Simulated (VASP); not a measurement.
Pd:

```
Pd
1.0
     0.00000    1.90676    1.90676
     1.90676    0.00000    1.90676
     1.90676    1.90676    0.00000
Pd
1
Direct
  0.00000 0.00000 0.00000
```

Base run:

```yaml
Program: VASP 6.6.1
Functional: PBE
Potentials_or_basis: VASP PAW PBE potentials, release 64 (Pd)
Cutoff: 520 eV
k_mesh: 12 × 12 × 12
Occupations: fermi-dirac, width 0.05 eV
Spin: no spin polarisation
```

Its results: band gap on the k mesh zero (band 5 reaches 11.18 eV, above the bottom of band 6 at 9.42 eV); pressure 21.4 GPa.

Problem. The run is repeated on the same cell with these changes: functional from PBE to revPBE. What comes out?

Solution. Band gap on the k mesh zero (band 5 reaches 11.25 eV, above the bottom of band 6 at 9.49 eV); pressure 25.0 GPa.

revPBE binds less tightly than PBE, so the same cell stands under more pressure.

Caveats: the PAW data sets were made with another functional, which shifts forces and pressure a little (some runs).
